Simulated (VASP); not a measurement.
The system is MgS.

```xyz
2
Lattice="0.0000 2.6017 2.6017 2.6017 0.0000 2.6017 2.6017 2.6017 0.0000" Properties=species:S:1:pos:R:3 pbc="T T T"
Mg    0.0000    0.0000    0.0000
S     2.6017    2.6017    2.6017
```

Program: VASP 6.6.1. Alike in all runs: task single point; potentials or basis VASP PAW PBE potentials, release 64 (Mg, S); cell as given; k mesh 8 × 8 × 8; cutoff (eV) 600; smearing gaussian 0.05 eV.

Problem. Order these runs on this cell by their pressure, lowest first.
A. level BLYP+D3(BJ); spin off
B. level revPBE; spin off
C. level PBE; spin non-collinear, zero start, SOC

Solution. A (-3.8 GPa), C (0.9 GPa), B (2.5 GPa).

Caveats: the PAW data sets were made with another functional, which shifts forces and pressure a little (at least some runs); the cell stands under tension (at least some runs).
